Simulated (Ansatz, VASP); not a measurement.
# One calculation of SbPt, two programs

Contents of INCAR:

```
PREC     = Accurate       # precision mode
ENCUT    = 600            # plane-wave cutoff, eV
EDIFF    = 1E-6           # SCF threshold, eV
ISMEAR   = 0              # smearing method
SIGMA    = 0.1            # smearing width, eV
LREAL    = F              # projectors in reciprocal space
LASPH    = T              # aspherical terms in the spheres
NELM     = 100            # most SCF steps
ALGO     = Normal         # electronic algorithm
ISIF     = 3              # what is computed and relaxed
LWAVE    = F              # write WAVECAR
LCHARG   = F              # write CHGCAR
GGA      = PS             # functional
IBRION   = 2              # ionic algorithm
NSW      = 70             # ionic steps
EDIFFG   = -0.005         # ionic threshold
```

File KPOINTS:

```
regular mesh
0
Gamma
  12 12 8
```

The input POSCAR:

```
SbPt
1.0
    4.2274972480      0.0000000000      0.0000000000
   -2.1137486240      3.6611200112      0.0000000000
    0.0000000000      0.0000000000      5.5473144763
Sb Pt
2 2
Direct
    0.3333333333      0.6666666667      0.2500000000
    0.6666666667      0.3333333333      0.7500000000
    0.0000000000      0.0000000000      0.0000000000
    0.0000000000      0.0000000000      0.5000000000
```

Input for Ansatz:

```yaml
crystal:
  lattice:
    - [4.227497248, 0.0, 0.0]
    - [-2.113748624, 3.6611200112, 0.0]
    - [0.0, 0.0, 5.5473144763]
  atoms:
    - { symbol: Sb, position: [0.3333333333, 0.6666666667, 0.25] }
    - { symbol: Sb, position: [0.6666666667, 0.3333333333, 0.75] }
    - { symbol: Pt, position: [0.0, 0.0, 0.0] }
    - { symbol: Pt, position: [0.0, 0.0, 0.5] }
basis:
  ecutwfc: 420
kpoints:
  mp_grid: { grid: [12, 12, 8] }
hamiltonian:
  xc: pbesol
scf:
  occupations: { method: gaussian, width: 0.1 }
output:
  forces: true
  stress: true
  eigenvalues: true
relax:
  adjacent_minimum: "off"
  f_tol: 0.005
  max_steps: 50
  cell: { stress_tol: 0.05 }
```

Alike in both runs: task relaxation of cell and atoms; functional PBEsol; k mesh 12 × 12 × 8; occupations gaussian, width 0.1 eV; no spin polarisation.

```csv
,VASP,Ansatz
version,VASP 6.6.1,Ansatz 0.2.0
potentials or method,"VASP PAW PBE potentials, release 64 (Sb, Pt), cutoff 600 eV","scalar-relativistic, plane waves, PAW"
valence electrons in the cell,30,66
```

Ansatz gave:

```
gap on the k mesh at the Fermi level, each at its own relaxed structure (eV)  : none
relaxed volume (Å³/atom)                                                      : 20.60
relaxed length of the cell vector where the two differ most in proportion (Å) : 5.469
```

**Question.** Estimate VASP's values.

**Answer.** gap on the k mesh at the Fermi level, each at its own relaxed structure (eV): none; relaxed volume (Å³/atom): 20.56; relaxed length of the cell vector where the two differ most in proportion (Å): 5.466.

VASP's potentials were made for PBE, not for PBEsol. A gap of «none» marks a metal or a gap that the smearing closes. VASP's potentials hold 30 valence electrons a cell and Ansatz's 66, so a difference there can come from the potentials and not from the codes.

Neither program's run includes spin-orbit coupling.
